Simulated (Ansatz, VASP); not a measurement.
**One calculation of Ge2Sb2Te5, two programs**

```
Ge Sb Te
1.0
     4.36350    0.00000    0.00000
    -2.18175    3.77890    0.00000
     0.00000    0.00000   18.08655
Ge Sb Te
2 2 5
Direct
  0.00000 0.00000 0.33147
  0.00000 0.00000 0.66853
  0.33333 0.66667 0.11216
  0.66667 0.33333 0.88784
  0.00000 0.00000 0.00000
  0.33333 0.66667 0.79136
  0.66667 0.33333 0.20864
  0.33333 0.66667 0.40975
  0.66667 0.33333 0.59025
```

Alike in both runs: task single point; functional PBE; k mesh 9 × 9 × 2; occupations gaussian, width 0.03 eV; no spin polarisation.

```csv
,VASP,Ansatz
version,VASP 6.6.1,Ansatz 0.2.0
potentials or method,"VASP PAW PBE potentials, release 64 (Ge_d, Sb, Te), cutoff 520 eV","scalar-relativistic, plane waves, PAW"
valence electrons in the cell,68,138
```

Ansatz gave:

| Property | Result |
| --- | --- |
| gap on the k mesh at the Fermi level (eV) | 0.21 |
| least direct gap on the mesh (eV) | 0.22 |
| pressure (GPa) | -1.9 |
| traceless stress, the component that is largest in VASP (GPa) | 0.57 |
| rms of the force components (eV/Å) | 0.087 |

**Question.** Estimate VASP's values.

**Answer.** gap on the k mesh at the Fermi level (eV): 0.20; least direct gap on the mesh (eV): 0.21; pressure (GPa): -2.0; traceless stress, the component that is largest in VASP (GPa): 0.57; rms of the force components (eV/Å): 0.082.

Atom by atom the forces differ by 0.006 eV/Å (rms over components). VASP's potentials hold 68 valence electrons a cell and Ansatz's 138, so a difference there can come from the potentials and not from the codes.

Neither program's run includes spin-orbit coupling.
